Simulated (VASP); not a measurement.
A run of VASP 6.6.1:

File INCAR:

```
ALGO = Normal
EDIFF = 1E-6
ENCUT = 520
GGA = CA
ISIF = 2
ISMEAR = 0
LASPH = True
LCHARG = False
LREAL = False
LWAVE = False
NBANDS = 12
NELM = 80
PREC = Accurate
SIGMA = 0.1
```

Contents of KPOINTS:

```
k-points
0
Gamma
  12 12 12
```

File POSCAR:

```
Sb
1.0
    2.1472485746      1.2397145425      3.6547578881
   -2.1472485746      1.2397145425      3.6547578881
    0.0000000000     -2.4794290851      3.6547578881
Sb
2
Direct
    0.2358758869      0.2358758869      0.2358758869
    0.7641241131      0.7641241131      0.7641241131
```

Potentials or basis: VASP PAW LDA potentials, release 64 (Sb).

Command:

```sh
$ cat potpaw_LDA.64/Sb/POTCAR > POTCAR
$ mpirun -np 1 vasp_std > vasp.out
```

Hardware: 1 thread of Intel(R) Xeon(R) Platinum 8488C (Sapphire Rapids) (shared host).

Estimate the wall time of this run.

Wall time 72 s on 1 thread of Intel(R) Xeon(R) Platinum 8488C (Sapphire Rapids), with other jobs on the host, peak memory 0.24 GiB. Counts: scf iterations 10, k points 189.
